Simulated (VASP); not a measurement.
Here is a VASP 6.6.1 calculation.

File INCAR:

```
SYSTEM = ZnO
PREC = Accurate
ENCUT = 520
EDIFF = 1E-6
ISMEAR = 0
SIGMA = 0.02
LREAL = .False.
LASPH = .True.
NELM = 60
ALGO = Normal
ISIF = 2
LWAVE = .False.
LCHARG = .False.
GGA = PE
IBRION = 2
NSW = 50
EDIFFG = -0.01
```

Contents of KPOINTS:

```
Automatic mesh
0
Gamma
  6 6 6
  0 0 0
```

Contents of POSCAR:

```
ZnO
1.0
   -3.1965305284      3.1965305284      3.1965305284
    3.1965305284     -3.1965305284      3.1965305284
    3.1965305284      3.1965305284     -3.1965305284
Zn O
4 4
Direct
    0.3289863560      0.3289863560      0.3289863560
    0.0000000000      0.0000000000      0.6710136440
    0.0000000000      0.6710136440      0.0000000000
    0.6710136440      0.0000000000      0.0000000000
    0.6762338261      0.6762338261      0.6762338261
    0.0000000000      0.0000000000      0.3237661739
    0.0000000000      0.3237661739      0.0000000000
    0.3237661739      0.0000000000      0.0000000000
```

Potentials or basis: VASP PAW PBE potentials, release 64 (Zn, O).

The run is started by

```sh
$ cat potpaw_PBE.64/Zn/POTCAR potpaw_PBE.64/O/POTCAR > POTCAR
$ mpirun -np 1 vasp_std > vasp.out
```

Problem. Estimate the energy gained by relaxing.

Solution. 0.0 meV/atom.

Problem. Predict the band gap on the k mesh.

Solution. 1.25 eV.

Forces on the atoms (eV/Å):
```
Zn  -0.003 -0.003 -0.003
Zn   0.003  0.003 -0.003
Zn   0.003 -0.003  0.003
Zn  -0.003  0.003  0.003
O   -0.005 -0.005 -0.005
O    0.005  0.005 -0.005
O    0.005 -0.005  0.005
O   -0.005  0.005  0.005
```
